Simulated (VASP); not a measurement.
# Ti (P2_1/m) in VASP: single point with PBEsol

Aim: the single point of Ti with PBEsol.

Program: VASP 6.6.1. These are calculated values, not measurements. Logs are shortened: lines on timing, memory, paths and dates and some standing lists are left out, and cuts for length are marked.

## 1. The cell of the first run

The structure is monoclinic, space group P2_1/m (No. 11). Conventional cell: a = 2.883 Å, b = 4.686 Å, c = 2.951 Å, α = 90.00°, β = 117.73°, γ = 90.00°. Within 3.8 Å of Ti (site symmetry m) lie 12 Ti at 2.87 to 3.02 Å.

## 2. Single point, PBEsol (strain +0.0525 x Voigt [0, 0, 0, 0, 0, 1])

Contents of INCAR:

```
ALGO = Fast ; EDIFF = 1E-6
ENCUT = 520 ; GGA = PS
ISIF = 2 ; ISMEAR = 0
LASPH = True ; LCHARG = False
LREAL = False ; LWAVE = False
NBANDS = 19 ; NELM = 80
PREC = Accurate ; SIGMA = 0.15
```

Contents of KPOINTS:

```
k-points
0
Gamma
  18 18 10
```

Contents of POSCAR:

```
Ti
1.0
    2.9499978604      0.0774374438      0.0000000000
   -1.4079361366      2.5160543663      0.0000000000
    0.0000000000      0.0000000000      4.6860000000
Ti
2
Direct
    0.3333333333      0.6666666667      0.2500000000
    0.6666666667      0.3333333333      0.7500000000
```

Potentials or basis: VASP PAW PBE potentials, release 64 (Ti_sv).

On the command line:

```sh
> cat potpaw_PBE.64/Ti_sv/POTCAR > POTCAR
> mpirun -np 1 vasp_std > vasp.out
```

OUTCAR:

```text
EDIFF = 1E-6
   ENCUT = 520
   GGA = PS
   ISIF = 2
   ISMEAR = 0
   LASPH = True
   LREAL = False
   NELM = 80
   PREC = Accurate

 ion  position               nearest neighbor table
   1  0.333  0.667  0.250-   2 2.87   2 2.87   2 2.90   2 2.90   2 2.92   2 2.92
   2  0.667  0.333  0.750-   1 2.87   1 2.87   1 2.90   1 2.90   1 2.92   1 2.92

  Warning from LATTYP: Monoclinic adjustment (A1->A3, A2->A1, A3->A2)!
  LATTYP: Found a simple monoclinic cell.
 ALAT       =     2.8831950574
 B/A-ratio  =     1.6252802557
 C/A-ratio  =     1.0235221666
 COS(beta)  =    -0.4652573269

  Lattice vectors:

 A1 = (  -1.4079361366,   2.5160543663,   0.0000000000)
 A2 = (   0.0000000000,   0.0000000000,   4.6860000000)
 A3 = (   2.9499978604,   0.0774374438,   0.0000000000)

Analysis of symmetry for initial positions (statically):
=====================================================================
 Subroutine PRICEL returns:
 Original cell was already a primitive cell.

 Routine SETGRP: Setting up the symmetry group for a
 simple monoclinic supercell.

 Subroutine GETGRP returns: Found  4 space group operations
 (whereof  2 operations were pure point group operations)
 out of a pool of  4 trial point group operations.

The static configuration has the point symmetry S_2 .
 The point group associated with its full space group is C_2h.

Analysis of symmetry for dynamics (positions and initial velocities):
=====================================================================
 Subroutine PRICEL returns:
 Original cell was already a primitive cell.

 Routine SETGRP: Setting up the symmetry group for a
 simple monoclinic supercell.

 Subroutine GETGRP returns: Found  4 space group operations
 (whereof  2 operations were pure point group operations)
 out of a pool of  4 trial point group operations.

The dynamic configuration has the point symmetry S_2 .
 The point group associated with its full space group is C_2h.

 Subroutine INISYM returns: Found  4 space group operations
 (whereof  2 operations are pure point group operations),
 and found     1 'primitive' translations

----------------------------------------------------------------------------------------

                                     Primitive cell

  volume of cell :      35.2921

  direct lattice vectors                    reciprocal lattice vectors
     2.949997860  0.077437444  0.000000000     0.334076053  0.186942601  0.000000000
    -1.407936137  2.516054366  0.000000000    -0.010281970  0.391694097  0.000000000
     0.000000000  0.000000000  4.686000000     0.000000000  0.000000000  0.213401622

  length of vectors
     2.951014052  2.883195057  4.686000000     0.382824171  0.391829025  0.213401622

  position of ions in fractional coordinates (direct lattice)
     0.333333333  0.666666667  0.250000000
     0.666666667  0.333333333  0.750000000

  ion indices of the primitive-cell ions
   primitive index   ion index
                 1           1
                 2           2

----------------------------------------------------------------------------------------

 KPOINTS: k-points

Automatic generation of k-mesh.
 Grid dimensions read from file:
 generate k-points for:   18   18   10

 Generating k-lattice:

  Cartesian coordinates                     Fractional coordinates (reciprocal lattice)
     0.018559781  0.010385700  0.000000000     0.055555556 -0.000000000  0.000000000
    -0.000571221  0.021760783  0.000000000     0.000000000  0.055555556  0.000000000
     0.000000000  0.000000000  0.021340162     0.000000000  0.000000000  0.100000000

  Length of vectors
     0.021268009  0.021768279  0.021340162

  Shift w.r.t. Gamma in fractional coordinates (k-lattice)
     0.000000000  0.000000000  0.000000000

 Subroutine IBZKPT returns following result:
 ===========================================

 Found    984 irreducible k-points:

 Following reciprocal coordinates:
            Coordinates               Weight
  0.000000  0.000000  0.000000      1.000000
  0.055556 -0.000000  0.000000      2.000000
  0.111111 -0.000000  0.000000      2.000000
  0.166667  0.000000  0.000000      2.000000
  0.222222 -0.000000  0.000000      2.000000
  0.277778  0.000000  0.000000      2.000000
[... 16 lines left out ...]
 -0.333333  0.055556  0.000000      2.000000
 -0.277778  0.055556  0.000000      2.000000
 [... further k-points ...]
   k-points           NKPTS =    984   k-points in BZ     NKDIM =    984   number of bands    NBANDS=     19
   number of dos      NEDOS =    301   number of ions     NIONS =      2
   total plane-waves  NPLWV =  20736
   dimension x,y,z NGX =    24 NGY =   24 NGZ =   36
   dimension x,y,z NGXF=    48 NGYF=   48 NGZF=   72
   ions per type =               2
   NGX,Y,Z   is equivalent  to a cutoff of  13.52, 13.84, 12.77 a.u.
   NGXF,Y,Z  is equivalent  to a cutoff of  27.04, 27.68, 25.54 a.u.
 SYSTEM =  unknown system
   PREC   = accura    normal or accurate (medium, high low for compatibility)
   ISTART =      0    job   : 0-new  1-cont  2-samecut
   ICHARG =      2    charge: 1-file 2-atom 10-const
   ISPIN  =      1    spin polarized calculation?
   LNONCOLLINEAR =      F non collinear calculations
   LSORBIT =      F    spin-orbit coupling
   LASPH  =      T    aspherical Exc in radial PAW
   ENCUT  =  520.0 eV  38.22 Ry    6.18 a.u.   5.49  5.36  8.71*2*pi/ulx,y,z
   NELM   =     80;   NELMIN=  2; NELMDL= -5     # of ELM steps
   EDIFF  = 0.1E-05   stopping-criterion for ELM
   LREAL  =      F    real-space projection
   EDIFFG = 0.1E-04   stopping-criterion for IOM
   NSW    =      0    number of steps for IOM
   IBRION =     -1    ionic relax: 0-MD 1-quasi-New 2-CG
   NFREE  =      0    steps in history (QN), initial steepest desc. (CG)
   ISIF   =      2    stress and relaxation
   ISYM   =      2    0-nonsym 1-usesym 2-fastsym
   POTIM  = 0.5000    time-step for ionic-motion
   TEBEG  =    0.0;   TEEND  =   0.0 temperature during run
   PSTRESS=    0.0 pullay stress
   NELECT =      24.0000    total number of electrons
   NUPDOWN=      -1.0000    fix difference up-down
   EMIN   =  10.00;   EMAX   =-10.00  energy-range for DOS
   EFERMI =   0.00;   METHOD = LEGACY
   ISMEAR =     0;   SIGMA  =   0.15  broadening in eV -4-tet -1-fermi 0-gaus
   EFERMI_NEDOS =   21; number of points for ismear=-14 and -15
   IALGO  =     68    algorithm
   IMIX   =      4    mixing-type and parameters
     AMIX     =   0.40;   BMIX     =  1.00
     AMIX_MAG =   1.60;   BMIX_MAG =  1.00
  volume/ion in A,a.u.               =      17.65       119.08
  Fermi-wavevector in a.u.,A,eV,Ry     =   1.439637  2.720519 28.198809  2.072554
  Thomas-Fermi vector in A             =   2.558470
   LORBIT       =      0    0 simple, 1 ext, 2 COOP (PROOUT), +10 PAW based schemes
   GGA     = PS    functional components
   LHFCALC =     F    Hartree Fock is set to
   AEXX    =    0.0000 exact exchange contribution
   IVDW    =     0    specifies the selected vdW correction
   LEPSILON=     F    determine dielectric tensor
   LRPA    =     F    only Hartree local field effects (RPA)
 non-spin polarized calculation
 RMM-DIIS sequential band-by-band and
 Gauss-broadening in eV      SIGMA  =   0.15
  energy-cutoff  :      520.00
  volume of cell :       35.29
 maximum number of plane-waves:       978
 NGX is ok and might be reduce to    24
   NGX = 11   NGY = 11   NGZ = 17

 number of electron      24.0000000 magnetization

 Free energy of the ion-electron system (eV)
  ---------------------------------------------------
  ext. energy  EPLUGINS =         0.00000000
  ---------------------------------------------------
  free energy    TOTEN  =       -16.63500164 eV

  energy without entropy =      -16.60954853  energy(sigma->0) =      -16.62227508

 E-fermi :   8.0274     XC(G=0): -11.5582

 val. band max:        8.0262346745   @ k =  -0.1111   0.2222   0.4000
 cond. band min:       8.0283250256   @ k =   0.0000   0.1667   0.1000
 fundamental gap:      0.0020903511
 Fermi energy:         8.0274499914

 k-point     1 :       0.0000    0.0000    0.0000
  band No.  band energies     occupation
      1     -48.6063      2.00000
      2     -48.4768      2.00000
      3     -25.2788      2.00000
      4     -24.6797      2.00000
      5     -24.6322      2.00000
      6     -24.5998      2.00000
[... 11 lines left out ...]
     18       9.7297      0.00000
     19      11.0747      0.00000

 k-point     2 :       0.0556   -0.0000    0.0000
  band No.  band energies     occupation
      1     -48.6037      2.00000
      2     -48.4759      2.00000
      3     -25.2727      2.00000
      4     -24.6918      2.00000
      5     -24.6366      2.00000
      6     -24.6025      2.00000
[... 11 lines left out ...]
     18       9.6866      0.00000
     19      11.2726      0.00000

 k-point     3 :       0.1111   -0.0000    0.0000
  band No.  band energies     occupation
      1     -48.5960      2.00000
      2     -48.4731      2.00000
      3     -25.2548      2.00000
      4     -24.7272      2.00000
      5     -24.6483      2.00000
      6     -24.6334      2.00000
[... 11 lines left out ...]
     18       9.7451      0.00000
     19      11.2882      0.00000

 k-point     4 :       0.1667    0.0000    0.0000
  band No.  band energies     occupation
      1     -48.5840      2.00000
      2     -48.4691      2.00000
      3     -25.2262      2.00000
      4     -24.7826      2.00000
      5     -24.6900      2.00000
      6     -24.6641      2.00000
[... 407 lines left out ...]
     18      11.2524      0.00000
     19      11.5303      0.00000

 k-point    23 :      -0.3333    0.0556    0.0000
  band No.  band energies     occupation
      1     -48.5409      2.00000
      2     -48.4576      2.00000
      3     -25.1172      2.00000
      4     -24.9630      2.00000
      5     -24.8725      2.00000
      6     -24.7155      2.00000
[... 11 lines left out ...]
     18      10.8320      0.00000
     19      11.4927      0.00000

 k-point    24 :      -0.2778    0.0556    0.0000
  band No.  band energies     occupation
      1     -48.5577      2.00000
      2     -48.4610      2.00000
      3     -25.1620      2.00000
      4     -24.8917      2.00000
      5     -24.8070      2.00000
      6     -24.6950      2.00000
[... 11 lines left out ...]
     18      10.4430      0.00000
     19      11.4403      0.00000

 [... further k-points ...]

------------------------ aborting loop because EDIFF is reached ----------------------------------------

  FORCE on cell =-STRESS in cart. coord.  units (eV):
  Direction    XX          YY          ZZ          XY          YZ          ZX
  --------------------------------------------------------------------------------------
  -------------------------------------------------------------------------------------
  Total       -1.3147783     -1.2722106     -1.4922997     -0.6796716      0.0000000      0.0000000
  in kB      -59.6878815    -57.7554064    -67.7469389    -30.8555091      0.0000000      0.0000000
  external PRESSURE =     -61.7300756 kB  Pullay stress =       0.0000000 kB

 VOLUME and BASIS-vectors are now :
 -----------------------------------------------------------------------------
  energy-cutoff  :      520.00
  volume of cell :       35.29
      direct lattice vectors                 reciprocal lattice vectors
     2.949997860  0.077437444  0.000000000     0.334076053  0.186942601  0.000000000
    -1.407936137  2.516054366  0.000000000    -0.010281970  0.391694097  0.000000000
     0.000000000  0.000000000  4.686000000     0.000000000  0.000000000  0.213401622

 POSITION                                       TOTAL-FORCE (eV/Angst)
 -----------------------------------------------------------------------------------
      0.04471      1.70318      1.17150        -0.131820      0.010184     -0.000000
      1.49735      0.89031      3.51450         0.131820     -0.010184      0.000000
 -----------------------------------------------------------------------------------
    total drift:                               -0.000000      0.000000     -0.000000

  FREE ENERGIE OF THE ION-ELECTRON SYSTEM (eV)
  ---------------------------------------------------
  free  energy   TOTEN  =       -16.6350016397 eV

  energy  without entropy=      -16.6095485292  energy(sigma->0) =      -16.62227508
```

It took 34 min on 1 thread of Oxide Virtual Turin-like, shared host; peak memory 0.57 GiB.

What came out:

- Free energy: -16.6350 eV
- Pressure: -6.2 GPa
- Largest force: 0.132 eV/Å
- Band gap on the k mesh: zero (bands 12 and 13 overlap by 1.06 eV)

Forces on the atoms (eV/Å):
```
Ti  -0.132  0.010  0.000
Ti   0.132 -0.010  0.000
```

Caveat: the cell differs from its parent crystal (strain +0.0525 x Voigt [0, 0, 0, 0, 0, 1]); the cell stands under tension; the PAW data sets were made with another functional, which shifts forces and pressure a little.
